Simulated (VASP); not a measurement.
# RbBr (Fm-3m) in VASP: further runs

Runs on RbBr. Level: PBE. Tasks: single point.

Everything below comes from runs of VASP 6.6.1. Logs are shortened: lines on timing, memory, paths and dates and some standing lists are left out, and cuts for length are marked.

### 1 The cell of the first run

It takes space group Fm-3m (No. 225, cubic). The conventional cell has a = 6.947 Å, b = 6.947 Å, c = 6.947 Å, α = 90.00°, β = 90.00°, γ = 90.00°. Rb (site symmetry m-3m) has 6 Br at 3.47 Å within 4.6 Å. Br (site symmetry m-3m) has 6 Rb at 3.47 Å within 4.6 Å.

### 2 Single point, PBE (41.90 Å³/atom)

INCAR reads:

```
SYSTEM = RbBr
PREC = Accurate ; ENCUT = 520
EDIFF = 1E-6 ; ISMEAR = 0
SIGMA = 0.01 ; LREAL = .False.
LASPH = .True. ; NELM = 80
ALGO = Normal ; ISIF = 2
LWAVE = .False. ; LCHARG = .True.
GGA = PE ; LELF = .True.
LVHAR = .True. ; NBANDS = 15
```

KPOINTS reads:

```
Automatic mesh
0
Gamma
  6 6 6
  0 0 0
```

POSCAR reads:

```
RbBr
1.0
    0.0000000000      3.4732930694      3.4732930694
    3.4732930694      0.0000000000      3.4732930694
    3.4732930694      3.4732930694      0.0000000000
Rb Br
1 1
Direct
    0.0000000000      0.0000000000      0.0000000000
    0.5000000000      0.5000000000      0.5000000000
```

Potentials or basis: VASP PAW PBE potentials, release 64 (Rb_sv, Br).

Command:

```sh
cat potpaw_PBE.64/Rb_sv/POTCAR potpaw_PBE.64/Br/POTCAR > POTCAR
mpirun -np 1 vasp_std > vasp.out
```

OUTCAR:

```text
SYSTEM = RbBr
   PREC = Accurate
   ENCUT = 520
   EDIFF = 1E-6
   ISMEAR = 0
   LREAL = .False.
   LASPH = .True.
   NELM = 80
   ISIF = 2
   GGA = PE

 ion  position               nearest neighbor table
   1  0.000  0.000  0.000-   2 3.47   2 3.47   2 3.47   2 3.47   2 3.47   2 3.47
   2  0.500  0.500  0.500-   1 3.47   1 3.47   1 3.47   1 3.47   1 3.47   1 3.47

  LATTYP: Found a face centered cubic cell.
 ALAT       =     6.9465861388

  Lattice vectors:

 A1 = (   0.0000000000,   3.4732930694,   3.4732930694)
 A2 = (   3.4732930694,   0.0000000000,   3.4732930694)
 A3 = (   3.4732930694,   3.4732930694,   0.0000000000)

Analysis of symmetry for initial positions (statically):
=====================================================================
 Subroutine PRICEL returns:
 Original cell was already a primitive cell.

 Routine SETGRP: Setting up the symmetry group for a
 face centered cubic supercell.

 Subroutine GETGRP returns: Found 48 space group operations
 (whereof 48 operations were pure point group operations)
 out of a pool of 48 trial point group operations.

The static configuration has the point symmetry O_h .

Analysis of symmetry for dynamics (positions and initial velocities):
=====================================================================
 Subroutine PRICEL returns:
 Original cell was already a primitive cell.

 Routine SETGRP: Setting up the symmetry group for a
 face centered cubic supercell.

 Subroutine GETGRP returns: Found 48 space group operations
 (whereof 48 operations were pure point group operations)
 out of a pool of 48 trial point group operations.

The dynamic configuration has the point symmetry O_h .

 Subroutine INISYM returns: Found 48 space group operations
 (whereof 48 operations are pure point group operations),
 and found     1 'primitive' translations

----------------------------------------------------------------------------------------

                                     Primitive cell

  volume of cell :      83.8020

  direct lattice vectors                    reciprocal lattice vectors
     0.000000000  3.473293069  3.473293069    -0.143955604  0.143955604  0.143955604
     3.473293069  0.000000000  3.473293069     0.143955604 -0.143955604  0.143955604
     3.473293069  3.473293069  0.000000000     0.143955604  0.143955604 -0.143955604

  length of vectors
     4.911978165  4.911978165  4.911978165     0.249338419  0.249338419  0.249338419

  position of ions in fractional coordinates (direct lattice)
     0.000000000  0.000000000  0.000000000
     0.500000000  0.500000000  0.500000000

  ion indices of the primitive-cell ions
   primitive index   ion index
                 1           1
                 2           2

----------------------------------------------------------------------------------------

 KPOINTS: Automatic mesh

Automatic generation of k-mesh.
 Grid dimensions read from file:
 generate k-points for:    6    6    6

 Generating k-lattice:

  Cartesian coordinates                     Fractional coordinates (reciprocal lattice)
    -0.023992601  0.023992601  0.023992601     0.166666667  0.000000000  0.000000000
     0.023992601 -0.023992601  0.023992601     0.000000000  0.166666667  0.000000000
     0.023992601  0.023992601 -0.023992601     0.000000000  0.000000000  0.166666667

  Length of vectors
     0.041556403  0.041556403  0.041556403

  Shift w.r.t. Gamma in fractional coordinates (k-lattice)
     0.000000000  0.000000000  0.000000000

 Subroutine IBZKPT returns following result:
 ===========================================

 Found     16 irreducible k-points:

 Following reciprocal coordinates:
            Coordinates               Weight
  0.000000  0.000000  0.000000      1.000000
  0.166667  0.000000  0.000000      8.000000
  0.333333  0.000000  0.000000      8.000000
  0.500000  0.000000  0.000000      4.000000
  0.166667  0.166667  0.000000      6.000000
  0.333333  0.166667  0.000000     24.000000
[... 8 lines left out ...]
 -0.333333  0.333333  0.166667     24.000000
 -0.333333  0.500000  0.166667     12.000000
   k-points           NKPTS =     16   k-points in BZ     NKDIM =     16   number of bands    NBANDS=     15
   number of dos      NEDOS =    301   number of ions     NIONS =      2
   total plane-waves  NPLWV =  64000
   dimension x,y,z NGX =    40 NGY =   40 NGZ =   40
   dimension x,y,z NGXF=    80 NGYF=   80 NGZF=   80
   ions per type =               1   1
   NGX,Y,Z   is equivalent  to a cutoff of  13.54, 13.54, 13.54 a.u.
   NGXF,Y,Z  is equivalent  to a cutoff of  27.08, 27.08, 27.08 a.u.
 SYSTEM =  RbBr
   PREC   = accura    normal or accurate (medium, high low for compatibility)
   ISTART =      0    job   : 0-new  1-cont  2-samecut
   ICHARG =      2    charge: 1-file 2-atom 10-const
   ISPIN  =      1    spin polarized calculation?
   LNONCOLLINEAR =      F non collinear calculations
   LSORBIT =      F    spin-orbit coupling
   LASPH  =      T    aspherical Exc in radial PAW
   ENCUT  =  520.0 eV  38.22 Ry    6.18 a.u.   9.13  9.13  9.13*2*pi/ulx,y,z
   NELM   =     80;   NELMIN=  2; NELMDL= -5     # of ELM steps
   EDIFF  = 0.1E-05   stopping-criterion for ELM
   LREAL  =      F    real-space projection
   EDIFFG = 0.1E-04   stopping-criterion for IOM
   NSW    =      0    number of steps for IOM
   IBRION =     -1    ionic relax: 0-MD 1-quasi-New 2-CG
   NFREE  =      0    steps in history (QN), initial steepest desc. (CG)
   ISIF   =      2    stress and relaxation
   ISYM   =      2    0-nonsym 1-usesym 2-fastsym
   POTIM  = 0.5000    time-step for ionic-motion
   TEBEG  =    0.0;   TEEND  =   0.0 temperature during run
   PSTRESS=    0.0 pullay stress
   NELECT =      16.0000    total number of electrons
   NUPDOWN=      -1.0000    fix difference up-down
   EMIN   =  10.00;   EMAX   =-10.00  energy-range for DOS
   EFERMI =   0.00;   METHOD = LEGACY
   ISMEAR =     0;   SIGMA  =   0.01  broadening in eV -4-tet -1-fermi 0-gaus
   EFERMI_NEDOS =   21; number of points for ismear=-14 and -15
   IALGO  =     38    algorithm
   IMIX   =      4    mixing-type and parameters
     AMIX     =   0.40;   BMIX     =  1.00
     AMIX_MAG =   1.60;   BMIX_MAG =  1.00
  volume/ion in A,a.u.               =      41.90       282.76
  Fermi-wavevector in a.u.,A,eV,Ry     =   0.942678  1.781403 12.090707  0.888642
  Thomas-Fermi vector in A             =   2.070311
   LORBIT       =      0    0 simple, 1 ext, 2 COOP (PROOUT), +10 PAW based schemes
   GGA     = PE    functional components
   LHFCALC =     F    Hartree Fock is set to
   AEXX    =    0.0000 exact exchange contribution
   IVDW    =     0    specifies the selected vdW correction
   LEPSILON=     F    determine dielectric tensor
   LRPA    =     F    only Hartree local field effects (RPA)
 non-spin polarized calculation
 Gauss-broadening in eV      SIGMA  =   0.01
  energy-cutoff  :      520.00
  volume of cell :       83.80
 maximum number of plane-waves:      2285
 NGX is ok and might be reduce to    40
   NGX = 19   NGY = 19   NGZ = 19

 number of electron      15.9999998 magnetization

 Free energy of the ion-electron system (eV)
  ---------------------------------------------------
  ext. energy  EPLUGINS =         0.00000000
  ---------------------------------------------------
  free energy    TOTEN  =        -6.11206284 eV

  energy without entropy =       -6.11206284  energy(sigma->0) =       -6.11206284

 E-fermi :  -1.8590     XC(G=0):  -7.0757

 val. band max:       -1.9000742101   @ k =   0.0000   0.0000   0.0000
 cond. band min:       2.3618429705   @ k =   0.0000   0.0000   0.0000
 fundamental gap:      4.2619171806
 Fermi energy:        -1.8589988931

 k-point     1 :       0.0000    0.0000    0.0000
  band No.  band energies     occupation
      1     -26.4006      2.00000
      2     -14.0423      2.00000
      3     -10.4740      2.00000
      4     -10.4740      2.00000
      5     -10.4740      2.00000
      6      -1.9001      2.00000
      7      -1.9001      2.00000
      8      -1.9001      2.00000
      9       2.3618      0.00000
     10       5.3658      0.00000
     11       5.3658      0.00000
     12       5.3658      0.00000
     13       6.2265      0.00000
     14       6.2265      0.00000
     15       8.9956      0.00000

 k-point     2 :       0.1667    0.0000    0.0000
  band No.  band energies     occupation
      1     -26.3987      2.00000
      2     -14.0508      2.00000
      3     -10.4758      2.00000
      4     -10.4758      2.00000
      5     -10.4646      2.00000
      6      -2.1826      2.00000
      7      -1.9853      2.00000
      8      -1.9853      2.00000
      9       2.9752      0.00000
     10       5.2276      0.00000
     11       5.6813      0.00000
     12       5.6813      0.00000
     13       6.6073      0.00000
     14       6.6073      0.00000
     15       9.9533      0.00000

 k-point     3 :       0.3333    0.0000    0.0000
  band No.  band energies     occupation
      1     -26.3949      2.00000
      2     -14.0677      2.00000
      3     -10.4794      2.00000
      4     -10.4794      2.00000
      5     -10.4461      2.00000
      6      -2.6328      2.00000
      7      -2.1456      2.00000
      8      -2.1456      2.00000
      9       4.2071      0.00000
     10       5.3292      0.00000
     11       6.5579      0.00000
     12       6.5579      0.00000
     13       7.5612      0.00000
     14       7.5612      0.00000
     15       9.4454      0.00000

 k-point     4 :       0.5000    0.0000    0.0000
  band No.  band energies     occupation
      1     -26.3930      2.00000
      2     -14.0760      2.00000
      3     -10.4812      2.00000
      4     -10.4812      2.00000
      5     -10.4369      2.00000
      6      -2.8225      2.00000
      7      -2.2212      2.00000
      8      -2.2212      2.00000
      9       4.8092      0.00000
     10       5.6740      0.00000
     11       7.4650      0.00000
     12       7.4650      0.00000
     13       8.1334      0.00000
     14       8.1334      0.00000
     15       8.7162      0.00000
[... 163 lines left out ...]
 k-point    14 :       0.5000    0.3333    0.1667
  band No.  band energies     occupation
      1     -26.3925      2.00000
      2     -14.0384      2.00000
      3     -10.5412      2.00000
      4     -10.5217      2.00000
      5     -10.4700      2.00000
      6      -2.5402      2.00000
      7      -2.1902      2.00000
      8      -2.1193      2.00000
      9       4.6412      0.00000
     10       4.8249      0.00000
     11       6.8082      0.00000
     12       7.4520      0.00000
     13       7.5206      0.00000
     14       7.8484      0.00000
     15       8.8261      0.00000

 k-point    15 :      -0.3333    0.3333    0.1667
  band No.  band energies     occupation
      1     -26.3913      2.00000
      2     -14.0321      2.00000
      3     -10.5574      2.00000
      4     -10.5506      2.00000
      5     -10.4603      2.00000
      6      -2.5018      2.00000
      7      -2.2343      2.00000
      8      -2.2061      2.00000
      9       5.0692      0.00000
     10       5.2838      0.00000
     11       6.4754      0.00000
     12       6.7472      0.00000
     13       8.1624      0.00000
     14       8.8246      0.00000
     15       8.8572      0.00000

 k-point    16 :      -0.3333    0.5000    0.1667
  band No.  band energies     occupation
      1     -26.3908      2.00000
      2     -14.0113      2.00000
      3     -10.6056      2.00000
      4     -10.5588      2.00000
      5     -10.4789      2.00000
      6      -2.3062      2.00000
      7      -2.2828      2.00000
      8      -2.1560      2.00000
      9       4.4099      0.00000
     10       5.7959      0.00000
     11       5.9856      0.00000
     12       6.8811      0.00000
     13       7.9514      0.00000
     14       8.8006      0.00000
     15       9.2292      0.00000

------------------------ aborting loop because EDIFF is reached ----------------------------------------

  FORCE on cell =-STRESS in cart. coord.  units (eV):
  Direction    XX          YY          ZZ          XY          YZ          ZX
  --------------------------------------------------------------------------------------
  -------------------------------------------------------------------------------------
  Total        0.2150998      0.2150998      0.2150998     -0.0000000     -0.0000000     -0.0000000
  in kB        4.1124096      4.1124096      4.1124096     -0.0000000     -0.0000000     -0.0000000
  external PRESSURE =       4.1124096 kB  Pullay stress =       0.0000000 kB

 VOLUME and BASIS-vectors are now :
 -----------------------------------------------------------------------------
  energy-cutoff  :      520.00
  volume of cell :       83.80
      direct lattice vectors                 reciprocal lattice vectors
     0.000000000  3.473293069  3.473293069    -0.143955604  0.143955604  0.143955604
     3.473293069  0.000000000  3.473293069     0.143955604 -0.143955604  0.143955604
     3.473293069  3.473293069  0.000000000     0.143955604  0.143955604 -0.143955604

 POSITION                                       TOTAL-FORCE (eV/Angst)
 -----------------------------------------------------------------------------------
      0.00000      0.00000      0.00000        -0.000000     -0.000000     -0.000000
      3.47329      3.47329      3.47329         0.000000      0.000000      0.000000
 -----------------------------------------------------------------------------------
    total drift:                                0.000000     -0.000000     -0.000000

  FREE ENERGIE OF THE ION-ELECTRON SYSTEM (eV)
  ---------------------------------------------------
  free  energy   TOTEN  =        -6.1120628433 eV

  energy  without entropy=       -6.1120628433  energy(sigma->0) =       -6.11206284
```

Wall time 31 s (1 thread of Intel Xeon 8259CL, shared host); peak memory 0.24 GiB.

What came out:

```
Free energy            : -6.1121 eV
Pressure               : 0.4 GPa
Band gap on the k mesh : 4.26 eV
```

### 3 Single point, PBE

This run uses another cell than the first one, of 43.20 Å³/atom.

INCAR reads:

```
PREC = Accurate
ENCUT = 520
EDIFF = 1E-7
ISMEAR = 0
SIGMA = 0.01
LREAL = False
LASPH = True
NELM = 100
ALGO = Normal
ISIF = 2
LWAVE = False
LCHARG = False
GGA = PE
NBANDS = 15
```

KPOINTS reads:

```
Automatic mesh
0
Gamma
  6 6 6
```

POSCAR reads:

```
RbBr
1.0
    0.0000000000      3.5087372834      3.5087372834
    3.5087372834      0.0000000000      3.5087372834
    3.5087372834      3.5087372834      0.0000000000
Rb Br
1 1
Direct
    0.0000000000      0.0000000000      0.0000000000
    0.5000000000      0.5000000000      0.5000000000
```

Potentials or basis: VASP PAW PBE potentials, release 64 (Rb_sv, Br).

Command:

```sh
cat potpaw_PBE.64/Rb_sv/POTCAR potpaw_PBE.64/Br/POTCAR > POTCAR
mpirun -np 1 vasp_std > vasp.out
```

Wall time 38 s (1 thread of Intel Xeon 8259CL, shared host); peak memory 0.24 GiB.

Results (log left out):

```
Free energy            : -6.1156 eV
Pressure               : 0.0 GPa
Band gap on the k mesh : 4.19 eV
```

Levels at points of the mesh, in eV from the valence-band top:
| k point | band 6 | band 7 | band 8 | band 9 | band 10 | band 11 |
| --- | --- | --- | --- | --- | --- | --- |
| (0.00, 0.00, 0.00) | 0.00 | 0.00 | 0.00 | 4.19 | 7.25 | 7.25 |
| (0.50, 0.00, 0.00) | -0.87 | -0.30 | -0.30 | 6.63 | 7.46 | 9.27 |
| (0.50, 0.50, 0.00) | -0.45 | -0.15 | -0.15 | 5.67 | 6.86 | 8.84 |
